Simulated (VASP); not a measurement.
# WC (Fm-3m) in VASP: a series of runs

The runs below take WC through single point, with PBE0, PBEsol+D4, RPBE+D3(BJ), LDA, PBEsol.

All numbers are computed with VASP 6.6.1; they aren't measurements. Logs are shortened: lines on timing, memory, paths and dates and some standing lists are left out, and cuts for length are marked.

### 1 The cell of the first run

It takes space group Fm-3m (No. 225, cubic). The conventional cell has a = 4.296 Å, b = 4.296 Å, c = 4.296 Å, α = 90.00°, β = 90.00°, γ = 90.00°. W (site symmetry m-3m) has 6 C at 2.15 Å within 2.8 Å. Within 2.8 Å of C (site symmetry m-3m) lie 6 W at 2.15 Å.

### 2 Single point, PBE0

POSCAR reads:

```
WC
1.0
    0.0000000000      2.1479227872      2.1479227872
    2.1479227872      0.0000000000      2.1479227872
    2.1479227872      2.1479227872      0.0000000000
W C
1 1
Direct
    0.0000000000      0.0000000000      0.0000000000
    0.5000000000      0.5000000000      0.5000000000
```

INCAR.step1 reads:

```
SYSTEM = WC
PREC     = Accurate       ! precision mode
ENCUT    = 520            ! plane-wave cutoff, eV
EDIFF    = 1E-5           ! SCF threshold, eV
ISMEAR   = -1             ! smearing method
SIGMA    = 0.05           ! smearing width, eV
LREAL    = .FALSE.        ! projectors in reciprocal space
LASPH    = .TRUE.         ! aspherical terms in the spheres
NELM     = 60             ! most SCF steps
ALGO     = Normal         ! electronic algorithm
ISIF     = 2              ! what is computed and relaxed
LWAVE    = .TRUE.         ! write WAVECAR
LCHARG   = .FALSE.        ! write CHGCAR
NBANDS   = 16             ! bands
GGA      = PE             ! functional
```

INCAR.step2 reads:

```
SYSTEM = WC
PREC     = Accurate       ! precision mode
ENCUT    = 520            ! plane-wave cutoff, eV
EDIFF    = 1E-7           ! SCF threshold, eV
ISMEAR   = -1             ! smearing method
SIGMA    = 0.05           ! smearing width, eV
LREAL    = .FALSE.        ! projectors in reciprocal space
LASPH    = .TRUE.         ! aspherical terms in the spheres
NELM     = 60             ! most SCF steps
ALGO     = Normal         ! electronic algorithm
ISIF     = 2              ! what is computed and relaxed
LWAVE    = .FALSE.        ! write WAVECAR
LCHARG   = .FALSE.        ! write CHGCAR
GGA      = PE             ! functional
LHFCALC  = .TRUE.         ! exact exchange
AEXX     = 0.25           ! exact-exchange fraction
PRECFOCK = Normal       
NBANDS   = 16             ! bands
ISTART   = 1
```

KPOINTS reads:

```
regular mesh
0
G
  6 6 6
  0 0 0
```

Potentials or basis: VASP PAW PBE potentials, release 64 (W_sv, C).

Started as:

```sh
$ cat potpaw_PBE.64/W_sv/POTCAR potpaw_PBE.64/C/POTCAR > POTCAR
$ cp INCAR.step1 INCAR
$ mpirun -np 1 vasp_std > vasp.out
$ cp INCAR.step2 INCAR
$ mpirun -np 1 vasp_std > vasp.out
```

OUTCAR:

```text
SYSTEM = WC
   PREC = Accurate
   ENCUT = 520
   EDIFF = 1E-7
   ISMEAR = -1
   LREAL = .FALSE.
   LASPH = .TRUE.
   NELM = 60
   ISIF = 2
   GGA = PE
   LHFCALC = .TRUE.
   AEXX = 0.25
   PRECFOCK = Normal
   ISTART = 1

 ion  position               nearest neighbor table
   1  0.000  0.000  0.000-   2 2.15   2 2.15   2 2.15   2 2.15   2 2.15   2 2.15
   2  0.500  0.500  0.500-   1 2.15   1 2.15   1 2.15   1 2.15   1 2.15   1 2.15

  LATTYP: Found a face centered cubic cell.
 ALAT       =     4.2958455744

  Lattice vectors:

 A1 = (   0.0000000000,   2.1479227872,   2.1479227872)
 A2 = (   2.1479227872,   0.0000000000,   2.1479227872)
 A3 = (   2.1479227872,   2.1479227872,   0.0000000000)

Analysis of symmetry for initial positions (statically):
=====================================================================
 Subroutine PRICEL returns:
 Original cell was already a primitive cell.

 Routine SETGRP: Setting up the symmetry group for a
 face centered cubic supercell.

 Subroutine GETGRP returns: Found 48 space group operations
 (whereof 48 operations were pure point group operations)
 out of a pool of 48 trial point group operations.

The static configuration has the point symmetry O_h .

Analysis of symmetry for dynamics (positions and initial velocities):
=====================================================================
 Subroutine PRICEL returns:
 Original cell was already a primitive cell.

 Routine SETGRP: Setting up the symmetry group for a
 face centered cubic supercell.

 Subroutine GETGRP returns: Found 48 space group operations
 (whereof 48 operations were pure point group operations)
 out of a pool of 48 trial point group operations.

The dynamic configuration has the point symmetry O_h .

 Subroutine INISYM returns: Found 48 space group operations
 (whereof 48 operations are pure point group operations),
 and found     1 'primitive' translations

----------------------------------------------------------------------------------------

                                     Primitive cell

  volume of cell :      19.8192

  direct lattice vectors                    reciprocal lattice vectors
     0.000000000  2.147922787  2.147922787    -0.232783042  0.232783042  0.232783042
     2.147922787  0.000000000  2.147922787     0.232783042 -0.232783042  0.232783042
     2.147922787  2.147922787  0.000000000     0.232783042  0.232783042 -0.232783042

  length of vectors
     3.037621537  3.037621537  3.037621537     0.403192056  0.403192056  0.403192056

  position of ions in fractional coordinates (direct lattice)
     0.000000000  0.000000000  0.000000000
     0.500000000  0.500000000  0.500000000

  ion indices of the primitive-cell ions
   primitive index   ion index
                 1           1
                 2           2

----------------------------------------------------------------------------------------

 KPOINTS: regular mesh

Automatic generation of k-mesh.
 Grid dimensions read from file:
 generate k-points for:    6    6    6

 Generating k-lattice:

  Cartesian coordinates                     Fractional coordinates (reciprocal lattice)
    -0.038797174  0.038797174  0.038797174     0.166666667  0.000000000  0.000000000
     0.038797174 -0.038797174  0.038797174     0.000000000  0.166666667  0.000000000
     0.038797174  0.038797174 -0.038797174     0.000000000  0.000000000  0.166666667

  Length of vectors
     0.067198676  0.067198676  0.067198676

  Shift w.r.t. Gamma in fractional coordinates (k-lattice)
     0.000000000  0.000000000  0.000000000

 Subroutine IBZKPT returns following result:
 ===========================================

 Found     16 irreducible k-points:

 Following reciprocal coordinates:
            Coordinates               Weight
  0.000000  0.000000  0.000000      1.000000
  0.166667  0.000000  0.000000      8.000000
  0.333333  0.000000  0.000000      8.000000
  0.500000  0.000000  0.000000      4.000000
  0.166667  0.166667  0.000000      6.000000
  0.333333  0.166667  0.000000     24.000000
[... 44 lines left out ...]

 val. band max:       13.1411571939   @ k =  -0.3333   0.1667   0.0000
 cond. band min:      14.0078174215   @ k =  -0.3333   0.3333   0.1667
 fundamental gap:      0.8666602276
 Fermi energy:        13.1987427213

 k-point     1 :       0.0000    0.0000    0.0000
  band No.  band energies     occupation
      1     -66.7237      2.00000
      2     -29.1984      2.00000
      3     -29.1984      2.00000
      4     -29.1984      2.00000
      5      -5.4837      2.00000
      6       9.5202      2.00000
[... 8 lines left out ...]
     15      23.9514      0.00000
     16      39.4286      0.00000

 k-point     2 :       0.1667    0.0000    0.0000
  band No.  band energies     occupation
      1     -66.7087      2.00000
      2     -29.4295      2.00000
      3     -29.2228      2.00000
      4     -29.2228      2.00000
      5      -4.5845      2.00000
      6       7.1095      2.00000
[... 8 lines left out ...]
     15      25.8546      0.00000
     16      34.3164      0.00000

 k-point     3 :       0.3333    0.0000    0.0000
  band No.  band energies     occupation
      1     -66.6783      2.00000
      2     -29.8707      2.00000
      3     -29.2700      2.00000
      4     -29.2700      2.00000
      5      -2.3302      2.00000
      6       3.7686      2.00000
[... 8 lines left out ...]
     15      28.4475      0.00000
     16      29.7916      0.00000

 k-point     4 :       0.5000    0.0000    0.0000
  band No.  band energies     occupation
      1     -66.6632      2.00000
      2     -30.0811      2.00000
      3     -29.2939      2.00000
      4     -29.2939      2.00000
      5      -0.0254      2.00000
      6       1.2233      2.00000
[... 8 lines left out ...]
     15      26.5695      0.00000
     16      26.5695      0.00000
[... 172 lines left out ...]
 k-point    14 :       0.5000    0.3333    0.1667
  band No.  band energies     occupation
      1     -66.6578      2.00000
      2     -29.8433      2.00000
      3     -29.5502      2.00000
      4     -29.3767      2.00000
      5      -1.9896      2.00000
      6       3.7450      2.00000
[... 8 lines left out ...]
     15      26.8001      0.00000
     16      28.3928      0.00000

 k-point    15 :      -0.3333    0.3333    0.1667
  band No.  band energies     occupation
      1     -66.6475      2.00000
      2     -29.8739      2.00000
      3     -29.6435      2.00000
      4     -29.4269      2.00000
      5      -1.5639      2.00000
      6       3.6721      2.00000
[... 8 lines left out ...]
     15      27.9452      0.00000
     16      28.5951      0.00000

 k-point    16 :      -0.3333    0.5000    0.1667
  band No.  band energies     occupation
      1     -66.6423      2.00000
      2     -29.8750      2.00000
      3     -29.6374      2.00000
      4     -29.5190      2.00000
      5      -2.2933      2.00000
      6       5.5802      2.00000
[... 8 lines left out ...]
     15      27.2701      0.00000
     16      29.9398      0.00000

------------------------ aborting loop because EDIFF is reached ----------------------------------------

  FORCE on cell =-STRESS in cart. coord.  units (eV):
  Direction    XX          YY          ZZ          XY          YZ          ZX
  --------------------------------------------------------------------------------------
  -------------------------------------------------------------------------------------
  Total        1.9313667      1.9313667      1.9313667      0.0000000      0.0000000     -0.0000000
  in kB      156.1310676    156.1310676    156.1310676      0.0000000      0.0000000     -0.0000000
  external PRESSURE =     156.1310676 kB  Pullay stress =       0.0000000 kB

 VOLUME and BASIS-vectors are now :
 -----------------------------------------------------------------------------
  energy-cutoff  :      520.00
  volume of cell :       19.82
      direct lattice vectors                 reciprocal lattice vectors
     0.000000000  2.147922787  2.147922787    -0.232783042  0.232783042  0.232783042
     2.147922787  0.000000000  2.147922787     0.232783042 -0.232783042  0.232783042
     2.147922787  2.147922787  0.000000000     0.232783042  0.232783042 -0.232783042

 POSITION                                       TOTAL-FORCE (eV/Angst)
 -----------------------------------------------------------------------------------
      0.00000      0.00000      0.00000        -0.000000      0.000000     -0.000000
      2.14792      2.14792      2.14792         0.000000     -0.000000      0.000000
 -----------------------------------------------------------------------------------
    total drift:                                0.000000      0.000000      0.000000

  FREE ENERGIE OF THE ION-ELECTRON SYSTEM (eV)
  ---------------------------------------------------
  free  energy   TOTEN  =       -26.4555678435 eV

  energy  without entropy=      -26.4488728958  energy(sigma->0) =      -26.45222037
```

It took 17 min on 1 thread of AMD EPYC 9R45 (Zen 5), shared host; peak memory 0.13 GiB.

Results:

```
Free energy            : -26.4556 eV
Pressure               : 15.6 GPa
Band gap on the k mesh : zero (band 9 reaches 15.12 eV, above the bottom of band 10 at 10.79 eV)
```

Levels at points of the mesh, in eV from the Fermi level:
```
           k point  band 7  band 8  band 9  band 10  band 11  band 12
(0.00, 0.00, 0.00)   -3.68   -3.68   -1.61    -1.61    -1.61    -1.18
(0.50, 0.00, 0.00)   -8.29   -8.29    1.92     1.92     3.74     5.95
(0.50, 0.50, 0.00)   -6.96   -3.41   -3.41     1.85     3.63     3.63
```

Caveat: the k points lie up to 0.42 Å⁻¹ apart; the PAW data sets were made with another functional, which shifts forces and pressure a little; spin-orbit coupling is left out, which moves the levels of the heavy elements.

(Part 1 of 2 ends here.)
